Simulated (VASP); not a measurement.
# LiH (Fm-3m) in VASP: further runs, part 2 of 2

VASP 6.6.1. Earlier steps stand in the parts before.

**3. Single point, LDA**

This run uses another cell than the first one, of 6.31 Å³/atom.

INCAR

```
SYSTEM = LiH
ALGO = Normal
EDIFF = 1E-6
ENCUT = 750
GGA_COMPAT = .False.
ISIF = 2
ISMEAR = 0
LASPH = .True.
LCHARG = .False.
LREAL = .False.
LWAVE = .False.
NBANDS = 9
NELM = 120
PREC = Accurate
SIGMA = 0.01
```

KPOINTS

```
k-points
0
Gamma
  4 4 4
  0 0 0
```

POSCAR

```
LiH
1.0
    0.0000000000      1.8474193489      1.8474193489
    1.8474193489      0.0000000000      1.8474193489
    1.8474193489      1.8474193489      0.0000000000
Li H
1 1
Direct
    0.0000000000      0.0000000000      0.0000000000
    0.5000000000      0.5000000000      0.5000000000
```

Potentials or basis: VASP PAW LDA potentials, release 64 (Li_sv, H).

The run is started by

```console
cat potpaw_LDA.64/Li_sv/POTCAR potpaw_LDA.64/H/POTCAR > POTCAR
mpirun -np 1 vasp_std > vasp.out
```

OUTCAR:

```text
SYSTEM = LiH
   EDIFF = 1E-6
   ENCUT = 750
   ISIF = 2
   ISMEAR = 0
   LASPH = .True.
   LREAL = .False.
   NELM = 120
   PREC = Accurate

 ion  position               nearest neighbor table
   1  0.000  0.000  0.000-
   2  0.500  0.500  0.500-

  LATTYP: Found a face centered cubic cell.
 ALAT       =     3.6948386978

  Lattice vectors:

 A1 = (   0.0000000000,   1.8474193489,   1.8474193489)
 A2 = (   1.8474193489,   0.0000000000,   1.8474193489)
[... 262 lines left out ...]
------------------------ aborting loop because EDIFF is reached ----------------------------------------

  FORCE on cell =-STRESS in cart. coord.  units (eV):
  Direction    XX          YY          ZZ          XY          YZ          ZX
  --------------------------------------------------------------------------------------
  -------------------------------------------------------------------------------------
  Total        0.7695576      0.7695576      0.7695576     -0.0000000     -0.0000000      0.0000000
  in kB       97.7744200     97.7744200     97.7744200     -0.0000000     -0.0000000      0.0000000
  external PRESSURE =      97.7744200 kB  Pullay stress =       0.0000000 kB

 VOLUME and BASIS-vectors are now :
 -----------------------------------------------------------------------------
  energy-cutoff  :      750.00
  volume of cell :       12.61
      direct lattice vectors                 reciprocal lattice vectors
     0.000000000  1.847419349  1.847419349    -0.270647809  0.270647809  0.270647809
     1.847419349  0.000000000  1.847419349     0.270647809 -0.270647809  0.270647809
     1.847419349  1.847419349  0.000000000     0.270647809  0.270647809 -0.270647809

 POSITION                                       TOTAL-FORCE (eV/Angst)
 -----------------------------------------------------------------------------------
      0.00000      0.00000      0.00000         0.000000      0.000000      0.000000
      1.84742      1.84742      1.84742        -0.000000     -0.000000      0.000000
 -----------------------------------------------------------------------------------
    total drift:                                0.000000     -0.000000     -0.000000

  FREE ENERGIE OF THE ION-ELECTRON SYSTEM (eV)
  ---------------------------------------------------
  free  energy   TOTEN  =        -6.4062928117 eV

  energy  without entropy=       -6.4062928117  energy(sigma->0) =       -6.40629281
```

OSZICAR:

```text
N       E                     dE             d eps       ncg     rms          rms(c)
DAV:   1    -0.108479959966E+01   -0.10848E+01   -0.18172E+03   152   0.530E+02
DAV:   2    -0.664286296313E+01   -0.55581E+01   -0.55285E+01   215   0.613E+01
DAV:   3    -0.669190118917E+01   -0.49038E-01   -0.48966E-01   165   0.520E+00
DAV:   4    -0.669213677103E+01   -0.23558E-03   -0.23551E-03   197   0.339E-01
DAV:   5    -0.669213690458E+01   -0.13355E-06   -0.13362E-06   163   0.746E-03    0.306E+00
DAV:   6    -0.648200435302E+01    0.21013E+00   -0.16142E-01   160   0.128E+00    0.156E+00
DAV:   7    -0.640553036637E+01    0.76474E-01   -0.21692E-01   169   0.160E+00    0.240E-01
DAV:   8    -0.640635864647E+01   -0.82828E-03   -0.25579E-03   155   0.383E-01    0.480E-02
DAV:   9    -0.640629266786E+01    0.65979E-04   -0.20308E-04   186   0.717E-02    0.348E-03
DAV:  10    -0.640629281169E+01   -0.14383E-06   -0.47864E-06   177   0.196E-02
   1 F= -.64062928E+01 E0= -.64062928E+01  d E =-.749200E-19
```

Run time: 2.6 s. Hardware: 1 thread of Intel Xeon Platinum 8259CL at 2.50GHz (Skylake/Cascade Lake), shared host; peak memory 0.11 GiB.

Results:

```
Free energy            : -6.4063 eV
Pressure               : 9.8 GPa
Band gap on the k mesh : 2.30 eV
```

Levels at points of the mesh, in eV from the valence-band top:
```csv
k point,band 1,band 2,band 3,band 4,band 5
"(0.00, 0.00, 0.00)",-43.46,-6.52,19.57,19.97,19.97
"(0.50, 0.00, 0.00)",-43.33,-3.60,5.24,15.79,18.24
"(0.50, 0.50, 0.00)",-43.29,0.00,2.30,11.57,11.57
```

Caveat: the k points lie up to 0.74 Å⁻¹ apart. A k mesh can miss the band edges.

**4. Single point, LDA**

This run uses another cell than the first one, of 5.61 Å³/atom.

INCAR

```
PREC = Accurate
ENCUT = 750
EDIFF = 1E-6
ISMEAR = 0
SIGMA = 0.01
LREAL = False
LASPH = True
NELM = 120
ALGO = Normal
ISIF = 2
LWAVE = False
LCHARG = False
NBANDS = 9
GGA_COMPAT = False
```

KPOINTS

```
Automatic mesh
0
Gamma
  4 4 4
```

POSCAR

```
LiH
1.0
    0.0000000000      1.7767198236      1.7767198236
    1.7767198236      0.0000000000      1.7767198236
    1.7767198236      1.7767198236      0.0000000000
Li H
1 1
Direct
    0.0000000000      0.0000000000      0.0000000000
    0.5000000000      0.5000000000      0.5000000000
```

The run is started by

```console
cat potpaw_LDA.64/Li_sv/POTCAR potpaw_LDA.64/H/POTCAR > POTCAR
mpirun -np 1 vasp_std > vasp.out
```

It took 2.1 s on 1 thread of Intel Xeon Platinum 8259CL at 2.50GHz (Skylake/Cascade Lake), shared host; peak memory 0.12 GiB.

Results (log left out):

- Free energy: -6.2792 eV
- Pressure: 19.8 GPa
- Band gap on the k mesh: 2.11 eV

Levels at points of the mesh, in eV from the valence-band top:
```tsv
k point	band 1	band 2	band 3	band 4	band 5	band 6
(0.00, 0.00, 0.00)	-43.55	-6.99	21.35	21.35	21.35	21.45
(0.50, 0.00, 0.00)	-43.36	-4.07	5.59	17.00	19.44	19.44
(0.50, 0.50, 0.00)	-43.31	0.00	2.11	12.18	12.18	15.98
```

Caveat: the k points lie up to 0.77 Å⁻¹ apart. As with any semilocal functional, this LDA gap is likely too small.

**5. Single point, LDA**

This run uses another cell than the first one, of 5.14 Å³/atom.

INCAR

```
PREC     = Accurate       # precision mode
ENCUT    = 750            # plane-wave cutoff, eV
EDIFF    = 1E-6           # SCF threshold, eV
ISMEAR   = 0              # smearing method
SIGMA    = 0.01           # smearing width, eV
LREAL    = False          # projectors in reciprocal space
LASPH    = True           # aspherical terms in the spheres
NELM     = 120            # most SCF steps
ALGO     = Normal         # electronic algorithm
ISIF     = 2              # what is computed and relaxed
LWAVE    = False          # write WAVECAR
LCHARG   = False          # write CHGCAR
GGA      = CA             # functional
NBANDS   = 9              # bands
GGA_COMPAT= False
```

KPOINTS

```
regular mesh
0
Gamma
  4 4 4
```

POSCAR

```
LiH
1.0
    0.0000000000      1.7255585390      1.7255585390
    1.7255585390      0.0000000000      1.7255585390
    1.7255585390      1.7255585390      0.0000000000
Li H
1 1
Direct
    0.0000000000      0.0000000000      0.0000000000
    0.5000000000      0.5000000000      0.5000000000
```

The run is started by

```console
cat potpaw_LDA.64/Li_sv/POTCAR potpaw_LDA.64/H/POTCAR > POTCAR
mpirun -np 1 vasp_std > vasp.out
```

It took 1.8 s on 1 thread of Intel Xeon Platinum 8259CL at 2.50GHz (Skylake/Cascade Lake), shared host; peak memory 0.12 GiB.

Results (log left out):

```yaml
Free_energy: -6.1338 eV
Pressure: 29.8 GPa
Band_gap_on_the_k_mesh: 1.94 eV
```

Levels at points of the mesh, in eV from the valence-band top:
| k point | band 1 | band 2 | band 3 | band 4 | band 5 | band 6 |
| --- | --- | --- | --- | --- | --- | --- |
| (0.00, 0.00, 0.00) | -43.69 | -7.33 | 22.43 | 22.43 | 22.43 | 22.96 |
| (0.50, 0.00, 0.00) | -43.43 | -4.46 | 5.89 | 17.97 | 20.39 | 20.39 |
| (0.50, 0.50, 0.00) | -43.36 | 0.00 | 1.94 | 12.66 | 12.66 | 16.61 |

Caveat: the k points lie up to 0.79 Å⁻¹ apart. A k mesh can miss the band edges.

**6. Overview**

| cell | gap on the mesh (eV) | pressure (GPa) |
| --- | --- | --- |
| a = 2.776 Å, angles 60.0°, 2 atoms | 2.53 | -0.1 |
| a = 2.613 Å, angles 60.0°, 2 atoms | 2.30 | 9.8 |
| a = 2.513 Å, angles 60.0°, 2 atoms | 2.11 | 19.8 |
| a = 2.440 Å, angles 60.0°, 2 atoms | 1.94 | 29.8 |

Alike in all rows: task single point; level LDA; potentials or basis VASP PAW LDA potentials, release 64 (Li_sv, H); no spin polarisation; k mesh 4 × 4 × 4; cutoff (eV) 750; smearing gaussian 0.01 eV.

Caveats: all runs use coarse meshes.

Total energies depend on the potentials used, so only differences within one code and one set of settings carry meaning.
